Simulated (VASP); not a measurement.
## AlRu: single point with PBEsol

AlRu:

```xyz
4
Lattice="-2.9764 0.0000 -2.9764 0.0000 -2.9764 -2.9764 -2.9764 -2.9764 0.0000" Properties=species:S:1:pos:R:3 pbc="T T T"
Al    0.0000   -0.0250    0.0000
Al   -2.9764   -2.9514   -2.9764
Ru   -1.4882   -1.4882   -1.4882
Ru   -4.4646   -4.4646   -4.4646
```

This cell differs from its parent crystal: atoms displaced along a vibrational mode.

| Property | Result |
| --- | --- |
| Program | VASP 6.6.1 |
| Task | single point |
| Functional | PBEsol |
| Potentials or basis | VASP PAW PBE potentials, release 64 (Al, Ru_pv) |
| Cutoff | 520 eV |
| k mesh | 18 × 18 × 18 |
| Occupations | gaussian, width 0.15 eV |
| Spin | no spin polarisation |
| Dipole correction | no |
| Further INCAR settings | ALGO = Fast; EDIFF = 1e-07; NBANDS = 25 |

- Pressure: 0.1 GPa
- Largest force: 0.295 eV/Å
- Band gap on the k mesh: zero (bands 17 and 18 overlap by 2.95 eV)

Forces in eV/Å, atoms in the order of the input:
```
Al   0.000  0.295  0.000
Al   0.000 -0.295  0.000
Ru   0.000  0.000  0.000
Ru   0.000  0.000  0.000
```

Levels at points of the mesh, in eV from the Fermi level:
```
           k point  band 15  band 16  band 17  band 18  band 19  band 20
(0.00, 0.00, 0.00)     0.19     1.66     1.66     2.69     4.12     4.12
(0.50, 0.00, 0.00)    -1.35    -1.34    -1.32    -1.29     5.40     5.42
(0.50, 0.50, 0.00)    -1.38    -1.20    -1.20     0.45     1.56     2.33
(0.00, 0.50, 0.50)    -1.38    -1.19    -1.19     0.45     1.56     2.34
```

Run time: 4.1 min on 1 thread of Intel(R) Xeon(R) 6975P-C (Granite Rapids) (shared host), peak memory 0.59 GiB.

Caveat: the cell differs from its parent crystal (atoms displaced along a vibrational mode); the PAW data sets were made with another functional, which shifts forces and pressure a little.
